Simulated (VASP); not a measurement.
# Y (Im-3m) in VASP: single point with BLYP

Aim: the single point of Y with BLYP.

All numbers are computed with VASP 6.6.1; they aren't measurements. Logs are shortened: lines on timing, memory, paths and dates and some standing lists are left out, and cuts for length are marked.

### Step 1. The cell of the first run

The structure is cubic, space group Im-3m (No. 229). The conventional cell has a = 4.078 Å, b = 4.078 Å, c = 4.078 Å, α = 90.00°, β = 90.00°, γ = 90.00°. Within 4.6 Å of Y (site symmetry m-3m) lie 14 Y at 3.53 to 4.08 Å.

### Step 2. Single point, BLYP

Input file INCAR:

```
SYSTEM = Y
PREC = Accurate
ENCUT = 520
EDIFF = 1E-6
ISMEAR = -1
SIGMA = 0.1
LREAL = .False.
LASPH = .True.
NELM = 60
ALGO = Normal
ISIF = 2
LWAVE = .False.
LCHARG = .False.
GGA = B5
ALDAX = 1.0
AGGAX = 1.0
AGGAC = 1.0
ALDAC = 0.0
NBANDS = 12
```

Input file KPOINTS:

```
regular mesh
0
Gamma
  18 18 18
  0 0 0
```

Input file POSCAR:

```
Y
1.0
   -2.0388853946      2.0388853946      2.0388853946
    2.0388853946     -2.0388853946      2.0388853946
    2.0388853946      2.0388853946     -2.0388853946
Y
1
Direct
    0.0000000000      0.0000000000      0.0000000000
```

Potentials or basis: VASP PAW PBE potentials, release 64 (Y_sv).

Launch:

```bash
$ cat potpaw_PBE.64/Y_sv/POTCAR > POTCAR
$ mpirun -np 1 vasp_std > vasp.out
```

OUTCAR:

```text
SYSTEM = Y
   PREC = Accurate
   ENCUT = 520
   EDIFF = 1E-6
   ISMEAR = -1
   LREAL = .False.
   LASPH = .True.
   NELM = 60
   ISIF = 2
   GGA = B5

 ion  position               nearest neighbor table
   1  0.000  0.000  0.000-

  LATTYP: Found a body centered cubic cell.
 ALAT       =     4.0777707892

  Lattice vectors:

 A1 = (  -2.0388853946,   2.0388853946,   2.0388853946)
 A2 = (   2.0388853946,  -2.0388853946,   2.0388853946)
 A3 = (   2.0388853946,   2.0388853946,  -2.0388853946)

Analysis of symmetry for initial positions (statically):
=====================================================================
 Subroutine PRICEL returns:
 Original cell was already a primitive cell.

 Routine SETGRP: Setting up the symmetry group for a
 body centered cubic supercell.

 Subroutine GETGRP returns: Found 48 space group operations
 (whereof 48 operations were pure point group operations)
 out of a pool of 48 trial point group operations.

The static configuration has the point symmetry O_h .

Analysis of symmetry for dynamics (positions and initial velocities):
=====================================================================
 Subroutine PRICEL returns:
 Original cell was already a primitive cell.

 Routine SETGRP: Setting up the symmetry group for a
 body centered cubic supercell.

 Subroutine GETGRP returns: Found 48 space group operations
 (whereof 48 operations were pure point group operations)
 out of a pool of 48 trial point group operations.

The dynamic configuration has the point symmetry O_h .

 Subroutine INISYM returns: Found 48 space group operations
 (whereof 48 operations are pure point group operations),
 and found     1 'primitive' translations

----------------------------------------------------------------------------------------

                                     Primitive cell

  volume of cell :      33.9030

  direct lattice vectors                    reciprocal lattice vectors
    -2.038885395  2.038885395  2.038885395     0.000000000  0.245232028  0.245232028
     2.038885395 -2.038885395  2.038885395     0.245232028  0.000000000  0.245232028
     2.038885395  2.038885395 -2.038885395     0.245232028  0.245232028  0.000000000

  length of vectors
     3.531453094  3.531453094  3.531453094     0.346810460  0.346810460  0.346810460

  position of ions in fractional coordinates (direct lattice)
     0.000000000  0.000000000  0.000000000

  ion indices of the primitive-cell ions
   primitive index   ion index
                 1           1

----------------------------------------------------------------------------------------

 KPOINTS: regular mesh

Automatic generation of k-mesh.
 Grid dimensions read from file:
 generate k-points for:   18   18   18

 Generating k-lattice:

  Cartesian coordinates                     Fractional coordinates (reciprocal lattice)
     0.000000000  0.013624002  0.013624002     0.055555556  0.000000000  0.000000000
     0.013624002  0.000000000  0.013624002     0.000000000  0.055555556  0.000000000
     0.013624002  0.013624002  0.000000000     0.000000000  0.000000000  0.055555556

  Length of vectors
     0.019267248  0.019267248  0.019267248

  Shift w.r.t. Gamma in fractional coordinates (k-lattice)
     0.000000000  0.000000000  0.000000000

 Subroutine IBZKPT returns following result:
 ===========================================

 Found    195 irreducible k-points:

 Following reciprocal coordinates:
            Coordinates               Weight
  0.000000  0.000000  0.000000      1.000000
  0.055556  0.000000  0.000000     12.000000
  0.111111  0.000000  0.000000     12.000000
  0.166667  0.000000  0.000000     12.000000
  0.222222  0.000000  0.000000     12.000000
  0.277778  0.000000  0.000000     12.000000
[... 16 lines left out ...]
  0.333333  0.111111  0.000000     48.000000
  0.388889  0.111111  0.000000     48.000000
 [... further k-points ...]
   k-points           NKPTS =    195   k-points in BZ     NKDIM =    195   number of bands    NBANDS=     12
   number of dos      NEDOS =    301   number of ions     NIONS =      1
   total plane-waves  NPLWV =  21952
   dimension x,y,z NGX =    28 NGY =   28 NGZ =   28
   dimension x,y,z NGXF=    56 NGYF=   56 NGZF=   56
   ions per type =               1
   NGX,Y,Z   is equivalent  to a cutoff of  13.18, 13.18, 13.18 a.u.
   NGXF,Y,Z  is equivalent  to a cutoff of  26.36, 26.36, 26.36 a.u.
 SYSTEM =  Y
   PREC   = accura    normal or accurate (medium, high low for compatibility)
   ISTART =      0    job   : 0-new  1-cont  2-samecut
   ICHARG =      2    charge: 1-file 2-atom 10-const
   ISPIN  =      1    spin polarized calculation?
   LNONCOLLINEAR =      F non collinear calculations
   LSORBIT =      F    spin-orbit coupling
   LASPH  =      T    aspherical Exc in radial PAW
   ENCUT  =  520.0 eV  38.22 Ry    6.18 a.u.   6.57  6.57  6.57*2*pi/ulx,y,z
   NELM   =     60;   NELMIN=  2; NELMDL= -5     # of ELM steps
   EDIFF  = 0.1E-05   stopping-criterion for ELM
   LREAL  =      F    real-space projection
   EDIFFG = 0.1E-04   stopping-criterion for IOM
   NSW    =      0    number of steps for IOM
   IBRION =     -1    ionic relax: 0-MD 1-quasi-New 2-CG
   NFREE  =      0    steps in history (QN), initial steepest desc. (CG)
   ISIF   =      2    stress and relaxation
   ISYM   =      2    0-nonsym 1-usesym 2-fastsym
   POTIM  = 0.5000    time-step for ionic-motion
   TEBEG  =    0.0;   TEEND  =   0.0 temperature during run
   PSTRESS=    0.0 pullay stress
   NELECT =      11.0000    total number of electrons
   NUPDOWN=      -1.0000    fix difference up-down
   EMIN   =  10.00;   EMAX   =-10.00  energy-range for DOS
   EFERMI =   0.00;   METHOD = LEGACY
   ISMEAR =    -1;   SIGMA  =   0.10  broadening in eV -4-tet -1-fermi 0-gaus
   EFERMI_NEDOS =   21; number of points for ismear=-14 and -15
   IALGO  =     38    algorithm
   IMIX   =      4    mixing-type and parameters
     AMIX     =   0.40;   BMIX     =  1.00
     AMIX_MAG =   1.60;   BMIX_MAG =  1.00
  volume/ion in A,a.u.               =      33.90       228.79
  Fermi-wavevector in a.u.,A,eV,Ry     =   1.124932  2.125813 17.217790  1.265472
  Thomas-Fermi vector in A             =   2.261606
   LORBIT       =      0    0 simple, 1 ext, 2 COOP (PROOUT), +10 PAW based schemes
   GGA     = B5    functional components
   LHFCALC =     F    Hartree Fock is set to
   AEXX    =    0.0000 exact exchange contribution
   IVDW    =     0    specifies the selected vdW correction
   LEPSILON=     F    determine dielectric tensor
   LRPA    =     F    only Hartree local field effects (RPA)
 non-spin polarized calculation
  energy-cutoff  :      520.00
  volume of cell :       33.90
 maximum number of plane-waves:       943
   NGX = 13   NGY = 13   NGZ = 13

 number of electron      10.9999999 magnetization

 Free energy of the ion-electron system (eV)
  ---------------------------------------------------
  ext. energy  EPLUGINS =         0.00000000
  ---------------------------------------------------
  free energy    TOTEN  =        -5.37235045 eV

  energy without entropy =       -5.28921530  energy(sigma->0) =       -5.33078288

 E-fermi :   3.4583     XC(G=0):  -8.7981

 val. band max:        3.4548457517   @ k =  -0.4444  -0.4444   0.1111
 cond. band min:       3.4593680509   @ k =  -0.2778   0.2778   0.2778
 fundamental gap:      0.0045222993
 Fermi energy:         3.4582531143

 k-point     1 :       0.0000    0.0000    0.0000
  band No.  band energies     occupation
      1     -39.4491      2.00000
      2     -19.2537      2.00000
      3     -19.2537      2.00000
      4     -19.2537      2.00000
      5      -1.1960      2.00000
      6       4.9914      0.00000
      7       4.9914      0.00000
      8       4.9914      0.00000
      9       6.7789      0.00000
     10       6.7789      0.00000
     11      13.7105      0.00000
     12      13.7105      0.00000

 k-point     2 :       0.0556    0.0000    0.0000
  band No.  band energies     occupation
      1     -39.4474      2.00000
      2     -19.2693      2.00000
      3     -19.2586      2.00000
      4     -19.2538      2.00000
      5      -1.1177      2.00000
      6       4.9361      0.00000
      7       4.9693      0.00000
      8       5.0655      0.00000
      9       6.6930      0.00000
     10       6.7785      0.00000
     11      13.7808      0.00000
     12      13.8573      0.00000

 k-point     3 :       0.1111    0.0000    0.0000
  band No.  band energies     occupation
      1     -39.4423      2.00000
      2     -19.3140      2.00000
      3     -19.2727      2.00000
      4     -19.2539      2.00000
      5      -0.8883      2.00000
      6       4.7837      0.00000
      7       4.8784      0.00000
      8       5.2855      0.00000
      9       6.5155      0.00000
     10       6.7819      0.00000
     11      13.9470      0.00000
     12      14.2825      0.00000
[... 286 lines left out ...]
 k-point    23 :       0.3333    0.1111    0.0000
  band No.  band energies     occupation
      1     -39.3948      2.00000
      2     -19.6801      2.00000
      3     -19.4089      2.00000
      4     -19.2767      2.00000
      5       1.5152      2.00000
      6       3.6789      0.19828
      7       3.8676      0.03282
      8       6.5870      0.00000
      9       7.2601      0.00000
     10       8.3260      0.00000
     11      11.4394      0.00000
     12      12.4977      0.00000

 k-point    24 :       0.3889    0.1111    0.0000
  band No.  band energies     occupation
      1     -39.3900      2.00000
      2     -19.7144      2.00000
      3     -19.4257      2.00000
      4     -19.2772      2.00000
      5       1.7097      2.00000
      6       3.6233      0.32213
      7       3.9724      0.01163
      8       6.6249      0.00000
      9       7.3418      0.00000
     10       8.8794      0.00000
     11      10.8384      0.00000
     12      12.0984      0.00000

 [... further k-points ...]

------------------------ aborting loop because EDIFF is reached ----------------------------------------

  FORCE on cell =-STRESS in cart. coord.  units (eV):
  Direction    XX          YY          ZZ          XY          YZ          ZX
  --------------------------------------------------------------------------------------
  -------------------------------------------------------------------------------------
  Total       -0.0213884     -0.0213884     -0.0213884      0.0000000      0.0000000     -0.0000000
  in kB       -1.0107669     -1.0107669     -1.0107669      0.0000000      0.0000000     -0.0000000
  external PRESSURE =      -1.0107669 kB  Pullay stress =       0.0000000 kB

 VOLUME and BASIS-vectors are now :
 -----------------------------------------------------------------------------
  energy-cutoff  :      520.00
  volume of cell :       33.90
      direct lattice vectors                 reciprocal lattice vectors
    -2.038885395  2.038885395  2.038885395     0.000000000  0.245232028  0.245232028
     2.038885395 -2.038885395  2.038885395     0.245232028  0.000000000  0.245232028
     2.038885395  2.038885395 -2.038885395     0.245232028  0.245232028  0.000000000

 POSITION                                       TOTAL-FORCE (eV/Angst)
 -----------------------------------------------------------------------------------
      0.00000      0.00000      0.00000        -0.000000      0.000000      0.000000
 -----------------------------------------------------------------------------------
    total drift:                               -0.000000     -0.000000     -0.000000

  FREE ENERGIE OF THE ION-ELECTRON SYSTEM (eV)
  ---------------------------------------------------
  free  energy   TOTEN  =        -5.3723504516 eV

  energy  without entropy=       -5.2892153011  energy(sigma->0) =       -5.33078288
```

It took 76 s on 1 thread of Intel Xeon 6975P-C (Granite Rapids), shared host; peak memory 0.23 GiB.

What came out:

```yaml
Free_energy: -5.3724 eV
Pressure: -0.1 GPa
```

Caveat: the PAW data sets were made with another functional, which shifts forces and pressure a little.
